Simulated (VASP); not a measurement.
Wanted: the native input for a VASP 6.6.1 run.

```yaml
Task: single point
Functional: PBE
Potentials_or_basis: VASP PAW PBE potentials, release 64 (Ca_sv, S)
Cutoff: 500 eV
k_mesh: 6 × 6 × 6
Occupations: gaussian, width 0.01 eV
Spin: no spin polarisation
Dipole_correction: no
Further_INCAR_settings: ALGO = Normal; EDIFF = 1e-06; NBANDS = 15
```

The structure of CaS (Oldhamite) lies in POSCAR:

```
CaS
1.0
    0.0000000000      2.8560321311      2.8560321311
    2.8560321311      0.0000000000      2.8560321311
    2.8560321311      2.8560321311      0.0000000000
Ca S
1 1
Direct
    0.0000000000      0.0000000000      0.0000000000
    0.5000000000      0.5000000000      0.5000000000
```

One way to write it, as run:

INCAR

```
PREC = Accurate ; ENCUT = 500
EDIFF = 1E-6 ; ISMEAR = 0
SIGMA = 0.01 ; LREAL = False
LASPH = True ; NELM = 120
ALGO = Normal ; ISIF = 2
LWAVE = False ; LCHARG = True
GGA = PE ; LELF = True
LVHAR = True ; NBANDS = 15
GGA_COMPAT = False
```

KPOINTS

```
regular mesh
0
Gamma
  6 6 6
```

Potentials or basis: VASP PAW PBE potentials, release 64 (Ca_sv, S).

Launch:

```sh
$ cat potpaw_PBE.64/Ca_sv/POTCAR potpaw_PBE.64/S/POTCAR > POTCAR
$ mpirun -np 1 vasp_std > vasp.out
```

Results of the run:

```yaml
Pressure: 0.1 GPa
Band_gap_on_the_k_mesh: 2.38 eV, indirect (least direct gap 3.18 eV)
```

It took 16 s on 1 thread of Intel Xeon 6975P-C, on a shared host, peak memory 0.17 GiB.
